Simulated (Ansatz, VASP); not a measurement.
# SrTiO3 in VASP and in Ansatz

```
CELL_PARAMETERS angstrom
3.90355 0.00000 0.00000
0.00000 3.90355 0.00000
0.00000 0.00000 3.92318
ATOMIC_POSITIONS crystal
Sr 0.50000 0.50000 0.58137
Ti 0.00000 0.00000 0.08502
O 0.00000 0.50000 0.06456
O 0.50000 0.00000 0.06456
O 0.00000 0.00000 0.56450
```

Alike in both runs: task single point; functional HSE06; k mesh 4 × 4 × 4; no spin polarisation.

|  | VASP | Ansatz |
| --- | --- | --- |
| version | VASP 6.6.1 | Ansatz 0.2.0 |
| potentials or method | VASP PAW PBE potentials, release 64 (Sr_sv, Ti_sv, O) | plane waves, PAW |
| plane-wave cutoff (eV) | 520 | 420 |
| occupations | gaussian, width 0.01 eV | fixed |
| valence electrons in the cell | 40 | 40 |

VASP gave:

- gap on the k mesh at the Fermi level (eV): 3.31
- pressure (GPa): -1.1
- rms of the force components (eV/Å): 0.038

Task: What did Ansatz give for the same quantities?

Result: gap on the k mesh at the Fermi level (eV): 3.35; pressure (GPa): -1.7; rms of the force components (eV/Å): 0.045.

Atom by atom the forces differ by 0.008 eV/Å (rms over components). Ansatz's warnings: stress exchange threshold loose, stress scf threshold loose.
